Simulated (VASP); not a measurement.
A run of VASP 6.6.1 is set up as follows.

The input INCAR:

```
  ALGO = Fast
  EDIFF = 1E-7
  ENCUT = 520
  GGA = PE
  ISIF = 2
  ISMEAR = -1
  LASPH = True
  LCHARG = False
  LREAL = False
  LWAVE = False
  NBANDS = 16
  NELM = 80
  PREC = Accurate
  SIGMA = 0.05
```

Contents of KPOINTS:

```
k-points
0
Gamma
  8 8 5
```

Contents of POSCAR:

```
Ir
1.0
    2.7513778946      0.0000000000      0.0000000000
   -1.3756889473      2.3827631521      0.0000000000
    0.0000000000      0.0000000000      4.4622900000
Ir
2
Direct
    0.3333333333      0.6666666667      0.2500000000
    0.6666666667      0.3333333333      0.7500000000
```

Potentials or basis: VASP PAW PBE potentials, release 64 (Ir).

The run is started by

```sh
$ cat potpaw_PBE.64/Ir/POTCAR > POTCAR
$ mpirun -np 1 vasp_std > vasp.out
```

Question: What does it give for the pressure?

Answer: 0.0 GPa.

Question: Estimate the band gap on the k mesh.

Answer: Zero (band 9 reaches 10.88 eV, above the bottom of band 10 at 7.82 eV).

Stress tensor (GPa, compression positive):
```
 0.46  0.00  0.00
 0.00  0.46  0.00
 0.00  0.00 -0.93
```

Caveat: spin-orbit coupling is left out, which moves the levels of the heavy elements.
